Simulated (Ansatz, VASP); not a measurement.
# AlN: VASP beside Ansatz

```
Al N
1.0
     3.11357    0.00000    0.00000
    -1.55678    2.69643    0.00000
     0.00000    0.00000    4.98314
Al N
2 2
Direct
  0.33333 0.66667 0.97345
  0.66667 0.33333 0.47345
  0.33333 0.66667 0.40855
  0.66667 0.33333 0.90855
```

Change from the starting cell: polar distortion scaled by 0.55.

Alike in both runs: task single point; functional PBEsol; k mesh 12 × 12 × 8; no spin polarisation.

|  | VASP | Ansatz |
| --- | --- | --- |
| version | VASP 6.6.1 | Ansatz 0.2.0 |
| potentials or method | VASP PAW PBE potentials, release 64 (Al, N), cutoff 520 eV | scalar-relativistic, plane waves, PAW |
| occupations | gaussian, width 0.01 eV | fixed |
| valence electrons in the cell | 16 | 16 |

```csv
,VASP,Ansatz,Ansatz less VASP
gap on the k mesh at the Fermi level (eV),3.27,3.25,-0.016
least direct gap on the mesh (eV),3.27,3.25,-0.016
pressure (GPa),3.9,3.9,-0.07
"traceless stress, the component that is largest in VASP (GPa)",-15.48,-15.27,+0.205
rms of the force components (eV/Å),0.786,0.780,-0.0055
```

VASP's potentials were made for PBE, not for PBEsol, and Ansatz warns of the same on its side. Atom by atom the forces differ by 0.006 eV/Å (rms over components).
